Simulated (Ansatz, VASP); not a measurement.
Cl in VASP and in Ansatz

```
Cl
1.0
     3.12000   -2.24000    0.00000
     3.12000    2.24000    0.00000
     0.00000    0.00000    8.26000
Cl
4
Cartesian
  3.1200 1.6576 0.8260
  3.1200 -0.5824 3.3040
  3.1200 -1.6576 7.4340
  3.1200 0.5824 4.9560
```

Alike in both runs: task relaxation of cell and atoms; functional PBE; dispersion D3(BJ); k mesh 8 × 8 × 4; occupations gaussian, width 0.02 eV; no spin polarisation.

|  | VASP | Ansatz |
| --- | --- | --- |
| version | VASP 6.6.1 | Ansatz 0.2.0 |
| potentials or method | VASP PAW PBE potentials, release 64 (Cl), cutoff 600 eV | scalar-relativistic, plane waves, PAW |
| valence electrons in the cell | 28 | 28 |

Ansatz gave:

```
gap on the k mesh at the Fermi level, each at its own relaxed structure (eV) : 2.19
relaxed volume (Å³/atom)                                                     : 27.13
relaxed length of the cell vector where the two differ most in proportion (Å)              : 8.092
```

Task: What did VASP give for the same quantities?

Result: gap on the k mesh at the Fermi level, each at its own relaxed structure (eV): 2.33; relaxed volume (Å³/atom): 27.27; relaxed length of the cell vector where the two differ most in proportion (Å): 8.110.
